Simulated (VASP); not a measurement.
# KScSe2 (P4/nmm) in VASP: notebook

The runs below take KScSe2 through single point, with r2SCAN.

Program: VASP 6.6.1. These are calculated values, not measurements. Logs are shortened: lines on timing, memory, paths and dates and some standing lists are left out, and cuts for length are marked.

**1. The cell of the first run**

It takes space group P4/nmm (No. 129, tetragonal). The conventional cell has a = 4.178 Å, b = 4.178 Å, c = 12.188 Å, α = 90.00°, β = 90.00°, γ = 90.00°. Within 4.4 Å of K (site symmetry 4mm) lie 6 Se at 3.06 to 3.50 Å and 8 K at 4.00 to 4.18 Å and 4 Sc at 4.37 Å. Within 3.2 Å of Se (site symmetry 4mm) lie 1 Sc at 2.44 Å and 4 K at 3.06 Å. Se (site symmetry 4mm) has 5 Sc at 2.77 to 2.97 Å and 1 K at 3.50 Å within 3.7 Å. Sc (site symmetry 4mm) has 6 Se at 2.44 to 2.97 Å within 3.2 Å.

**2. Single point, r2SCAN**

POSCAR reads:

```
KScSe2
1.0
    4.1778763890      0.0000000000      0.0000000000
    0.0000000000      4.1778763890      0.0000000000
    0.0000000000      0.0000000000     12.1884166970
K Se Sc
2 4 2
Direct
    0.5000000000      0.0000000000      0.8891082168
    0.0000000000      0.5000000000      0.1108917832
    0.5000000000      0.0000000000      0.1747567390
    0.0000000000      0.5000000000      0.3978283753
    0.5000000000      0.0000000000      0.6021716247
    0.0000000000      0.5000000000      0.8252432610
    0.5000000000      0.0000000000      0.3746775327
    0.0000000000      0.5000000000      0.6253224673
```

INCAR.step1 reads:

```
PREC = Accurate
ENCUT = 520
ISMEAR = 0
SIGMA = 0.01
LREAL = F
LASPH = T
NELM = 80
NBANDS = 42
GGA = PE
ALGO = Normal
EDIFF = 1E-4
LWAVE = T
LCHARG = F
```

INCAR.step2 reads:

```
PREC = Accurate
ENCUT = 520
EDIFF = 1E-6
ISMEAR = 0
SIGMA = 0.01
LREAL = F
LASPH = T
NELM = 80
ALGO = Normal
ISIF = 2
LWAVE = F
LCHARG = F
METAGGA = R2SCAN
LMIXTAU = T
NBANDS = 42
ISTART = 1
```

KPOINTS reads:

```
Automatic mesh
0
Gamma
  6 6 2
```

Potentials or basis: VASP PAW PBE potentials, release 64 (K_sv, Se, Sc_sv).

The run is started by

```console
cat potpaw_PBE.64/K_sv/POTCAR potpaw_PBE.64/Se/POTCAR potpaw_PBE.64/Sc_sv/POTCAR > POTCAR
cp INCAR.step1 INCAR
mpirun -np 1 vasp_std > vasp.out
cp INCAR.step2 INCAR
mpirun -np 1 vasp_std > vasp.out
```

OUTCAR:

```text
PREC = Accurate
   ENCUT = 520
   EDIFF = 1E-6
   ISMEAR = 0
   LREAL = F
   LASPH = T
   NELM = 80
   ISIF = 2
   METAGGA = R2SCAN
   ISTART = 1

 ion  position               nearest neighbor table
   1  0.500  0.000  0.889-   6 3.06   6 3.06   6 3.06   6 3.06
   2  0.000  0.500  0.111-   3 3.06   3 3.06   3 3.06   3 3.06
   3  0.500  0.000  0.175-   7 2.44   2 3.06   2 3.06   2 3.06   2 3.06
   4  0.000  0.500  0.398-   8 2.77   7 2.97   7 2.97   7 2.97   7 2.97
   5  0.500  0.000  0.602-   7 2.77   8 2.97   8 2.97   8 2.97   8 2.97
   6  0.000  0.500  0.825-   8 2.44   1 3.06   1 3.06   1 3.06   1 3.06
   7  0.500  0.000  0.375-   3 2.44   5 2.77   4 2.97   4 2.97   4 2.97   4 2.97
   8  0.000  0.500  0.625-   6 2.44   4 2.77   5 2.97   5 2.97   5 2.97   5 2.97

  LATTYP: Found a simple tetragonal cell.
 ALAT       =     4.1778763890
 C/A-ratio  =     2.9173713059

  Lattice vectors:

 A1 = (   4.1778763890,   0.0000000000,   0.0000000000)
 A2 = (   0.0000000000,   4.1778763890,   0.0000000000)
 A3 = (   0.0000000000,   0.0000000000,  12.1884166970)

Analysis of symmetry for initial positions (statically):
=====================================================================
 Subroutine PRICEL returns:
 Original cell was already a primitive cell.

 Routine SETGRP: Setting up the symmetry group for a
 simple tetragonal supercell.

 Subroutine GETGRP returns: Found 16 space group operations
 (whereof  8 operations were pure point group operations)
 out of a pool of 16 trial point group operations.

The static configuration has the point symmetry D_2d.
 The point group associated with its full space group is D_4h.

Analysis of symmetry for dynamics (positions and initial velocities):
=====================================================================
 Subroutine PRICEL returns:
 Original cell was already a primitive cell.

 Routine SETGRP: Setting up the symmetry group for a
 simple tetragonal supercell.

 Subroutine GETGRP returns: Found 16 space group operations
 (whereof  8 operations were pure point group operations)
 out of a pool of 16 trial point group operations.

The dynamic configuration has the point symmetry D_2d.
 The point group associated with its full space group is D_4h.

 Subroutine INISYM returns: Found 16 space group operations
 (whereof  8 operations are pure point group operations),
 and found     1 'primitive' translations

----------------------------------------------------------------------------------------

                                     Primitive cell

  volume of cell :     212.7446

  direct lattice vectors                    reciprocal lattice vectors
     4.177876389  0.000000000  0.000000000     0.239356052  0.000000000  0.000000000
     0.000000000  4.177876389  0.000000000     0.000000000  0.239356052  0.000000000
     0.000000000  0.000000000 12.188416697     0.000000000  0.000000000  0.082045111

  length of vectors
     4.177876389  4.177876389 12.188416697     0.239356052  0.239356052  0.082045111

  position of ions in fractional coordinates (direct lattice)
     0.500000000  0.000000000  0.889108217
     0.000000000  0.500000000  0.110891783
     0.500000000  0.000000000  0.174756739
     0.000000000  0.500000000  0.397828375
     0.500000000  0.000000000  0.602171625
     0.000000000  0.500000000  0.825243261
     0.500000000  0.000000000  0.374677533
     0.000000000  0.500000000  0.625322467

  ion indices of the primitive-cell ions
   primitive index   ion index
                 1           1
                 2           2
                 3           3
                 4           4
                 5           5
                 6           6
                 7           7
                 8           8

----------------------------------------------------------------------------------------

 KPOINTS: Automatic mesh

Automatic generation of k-mesh.
 Grid dimensions read from file:
 generate k-points for:    6    6    2

 Generating k-lattice:

  Cartesian coordinates                     Fractional coordinates (reciprocal lattice)
     0.039892675  0.000000000  0.000000000     0.166666667  0.000000000  0.000000000
     0.000000000  0.039892675  0.000000000     0.000000000  0.166666667  0.000000000
     0.000000000  0.000000000  0.041022555     0.000000000  0.000000000  0.500000000

  Length of vectors
     0.039892675  0.039892675  0.041022555

  Shift w.r.t. Gamma in fractional coordinates (k-lattice)
     0.000000000  0.000000000  0.000000000

 Subroutine IBZKPT returns following result:
 ===========================================

 Found     20 irreducible k-points:

 Following reciprocal coordinates:
            Coordinates               Weight
  0.000000  0.000000  0.000000      1.000000
  0.166667  0.000000  0.000000      4.000000
  0.333333  0.000000  0.000000      4.000000
  0.500000  0.000000  0.000000      2.000000
  0.166667  0.166667  0.000000      4.000000
  0.333333  0.166667  0.000000      8.000000
[... 12 lines left out ...]
  0.500000  0.333333  0.500000      4.000000
  0.500000  0.500000  0.500000      1.000000
   k-points           NKPTS =     20   k-points in BZ     NKDIM =     20   number of bands    NBANDS=     42
   number of dos      NEDOS =    301   number of ions     NIONS =      8
   total plane-waves  NPLWV =  98304
   dimension x,y,z NGX =    32 NGY =   32 NGZ =   96
   dimension x,y,z NGXF=    64 NGYF=   64 NGZF=  192
   ions per type =               2   4   2
   NGX,Y,Z   is equivalent  to a cutoff of  12.73, 12.73, 13.09 a.u.
   NGXF,Y,Z  is equivalent  to a cutoff of  25.47, 25.47, 26.19 a.u.
 SYSTEM =  unknown system
   PREC   = accura    normal or accurate (medium, high low for compatibility)
   ISTART =      1    job   : 0-new  1-cont  2-samecut
   ICHARG =      0    charge: 1-file 2-atom 10-const
   ISPIN  =      1    spin polarized calculation?
   LNONCOLLINEAR =      F non collinear calculations
   LSORBIT =      F    spin-orbit coupling
   LASPH  =      T    aspherical Exc in radial PAW
   ENCUT  =  520.0 eV  38.22 Ry    6.18 a.u.   7.77  7.77 22.66*2*pi/ulx,y,z
   NELM   =     80;   NELMIN=  2; NELMDL=  0     # of ELM steps
   EDIFF  = 0.1E-05   stopping-criterion for ELM
   LREAL  =      F    real-space projection
   EDIFFG = 0.1E-04   stopping-criterion for IOM
   NSW    =      0    number of steps for IOM
   IBRION =     -1    ionic relax: 0-MD 1-quasi-New 2-CG
   NFREE  =      0    steps in history (QN), initial steepest desc. (CG)
   ISIF   =      2    stress and relaxation
   ISYM   =      2    0-nonsym 1-usesym 2-fastsym
   POTIM  = 0.5000    time-step for ionic-motion
   TEBEG  =    0.0;   TEEND  =   0.0 temperature during run
   PSTRESS=    0.0 pullay stress
   NELECT =      64.0000    total number of electrons
   NUPDOWN=      -1.0000    fix difference up-down
   EMIN   =  10.00;   EMAX   =-10.00  energy-range for DOS
   EFERMI =   0.00;   METHOD = LEGACY
   ISMEAR =     0;   SIGMA  =   0.01  broadening in eV -4-tet -1-fermi 0-gaus
   EFERMI_NEDOS =   21; number of points for ismear=-14 and -15
   IALGO  =     38    algorithm
   IMIX   =      4    mixing-type and parameters
     AMIX     =   0.40;   BMIX     =  1.00
     AMIX_MAG =   1.60;   BMIX_MAG =  1.00
  volume/ion in A,a.u.               =      26.59       179.46
  Fermi-wavevector in a.u.,A,eV,Ry     =   1.096938  2.072912 16.371517  1.203273
  Thomas-Fermi vector in A             =   2.233289
   LORBIT       =      0    0 simple, 1 ext, 2 COOP (PROOUT), +10 PAW based schemes
   METAGGA = R2SCAN    functional components
   LHFCALC =     F    Hartree Fock is set to
   AEXX    =    0.0000 exact exchange contribution
   IVDW    =     0    specifies the selected vdW correction
   LEPSILON=     F    determine dielectric tensor
   LRPA    =     F    only Hartree local field effects (RPA)
 non-spin polarized calculation
 Gauss-broadening in eV      SIGMA  =   0.01
  energy-cutoff  :      520.00
  volume of cell :      212.74
 maximum number of plane-waves:      5748
 NGX is ok and might be reduce to    32
   NGX = 15   NGY = 15   NGZ = 45

 number of electron      63.9999993 magnetization

 Free energy of the ion-electron system (eV)
  ---------------------------------------------------
  ext. energy  EPLUGINS =         0.00000000
  ---------------------------------------------------
  free energy    TOTEN  =      -105.01245958 eV

  energy without entropy =     -105.01245958  energy(sigma->0) =     -105.01245958

 E-fermi :   1.7931     XC(G=0):  -9.3440

 val. band max:        1.6934158737   @ k =   0.0000   0.0000   0.5000
 cond. band min:       2.3487052330   @ k =   0.0000   0.0000   0.0000
 fundamental gap:      0.6552893592
 Fermi energy:         1.7931470834

 k-point     1 :       0.0000    0.0000    0.0000
  band No.  band energies     occupation
      1     -50.3046      2.00000
      2     -50.3034      2.00000
      3     -28.4802      2.00000
      4     -28.4564      2.00000
      5     -27.9953      2.00000
      6     -27.9953      2.00000
[... 34 lines left out ...]
     41       4.6958      0.00000
     42       4.6958      0.00000

 k-point     2 :       0.1667    0.0000    0.0000
  band No.  band energies     occupation
      1     -50.3044      2.00000
      2     -50.3033      2.00000
      3     -28.4764      2.00000
      4     -28.4558      2.00000
      5     -27.9992      2.00000
      6     -27.9950      2.00000
[... 34 lines left out ...]
     41       4.8582      0.00000
     42       5.0570      0.00000

 k-point     3 :       0.3333    0.0000    0.0000
  band No.  band energies     occupation
      1     -50.3038      2.00000
      2     -50.3032      2.00000
      3     -28.4676      2.00000
      4     -28.4557      2.00000
      5     -28.0067      2.00000
      6     -28.0043      2.00000
[... 717 lines left out ...]
      4     -28.4536      2.00000
      5     -28.0082      2.00000
      6     -28.0082      2.00000
[... 34 lines left out ...]
     41       5.0174      0.00000
     42       5.0174      0.00000

 k-point    20 :       0.5000    0.5000    0.5000
  band No.  band energies     occupation
      1     -50.3027      2.00000
      2     -50.3027      2.00000
      3     -28.4516      2.00000
      4     -28.4516      2.00000
      5     -28.0092      2.00000
      6     -28.0092      2.00000
[... 34 lines left out ...]
     41       4.5665      0.00000
     42       4.5665      0.00000

------------------------ aborting loop because EDIFF is reached ----------------------------------------

  FORCE on cell =-STRESS in cart. coord.  units (eV):
  Direction    XX          YY          ZZ          XY          YZ          ZX
  --------------------------------------------------------------------------------------
  -------------------------------------------------------------------------------------
  Total        0.1360010      0.1360010      0.3224045      0.0000000      0.0000000     -0.0000000
  in kB        1.0242222      1.0242222      2.4280253      0.0000000      0.0000000     -0.0000000
  external PRESSURE =       1.4921566 kB  Pullay stress =       0.0000000 kB

 VOLUME and BASIS-vectors are now :
 -----------------------------------------------------------------------------
  energy-cutoff  :      520.00
  volume of cell :      212.74
      direct lattice vectors                 reciprocal lattice vectors
     4.177876389  0.000000000  0.000000000     0.239356052  0.000000000  0.000000000
     0.000000000  4.177876389  0.000000000     0.000000000  0.239356052  0.000000000
     0.000000000  0.000000000 12.188416697     0.000000000  0.000000000  0.082045111

 POSITION                                       TOTAL-FORCE (eV/Angst)
 -----------------------------------------------------------------------------------
      2.08894      0.00000     10.83682        -0.000000     -0.000000      0.006526
      0.00000      2.08894      1.35160         0.000000      0.000000     -0.006526
      2.08894      0.00000      2.13001        -0.000000     -0.000000     -0.040495
      0.00000      2.08894      4.84890         0.000000     -0.000000     -0.013884
      2.08894      0.00000      7.33952         0.000000      0.000000      0.013884
      0.00000      2.08894     10.05841         0.000000     -0.000000      0.040495
      2.08894      0.00000      4.56673         0.000000      0.000000      0.026412
      0.00000      2.08894      7.62169         0.000000     -0.000000     -0.026412
 -----------------------------------------------------------------------------------
    total drift:                                0.000000     -0.000000      0.000000

  FREE ENERGIE OF THE ION-ELECTRON SYSTEM (eV)
  ---------------------------------------------------
  free  energy   TOTEN  =      -105.0124595847 eV

  energy  without entropy=     -105.0124595847  energy(sigma->0) =     -105.01245958
```

Wall time 15 min (1 thread of Oxide Virtual Turin-like, shared host); peak memory 0.41 GiB.

Results:

| Item | Value |
| --- | --- |
| Free energy | -105.0125 eV |
| Pressure | 0.1 GPa |
| Largest force | 0.040 eV/Å |
| Band gap on the k mesh | 0.66 eV |

Forces on the atoms (eV/Å):
```
K    0.000  0.000  0.007
K    0.000  0.000 -0.007
Se   0.000  0.000 -0.040
Se   0.000  0.000 -0.014
Se   0.000  0.000  0.014
Se   0.000  0.000  0.040
Sc   0.000  0.000  0.026
Sc   0.000  0.000 -0.026
```

Stress tensor (GPa, compression positive):
```
0.10 0.00 0.00
0.00 0.10 0.00
0.00 0.00 0.24
```

Caveat: semilocal functionals underestimate gaps, and a narrow one can read as zero; the PAW data sets were made with another functional, which shifts forces and pressure a little. A k mesh can miss the band edges.

(Continued in part 2 of 2.)
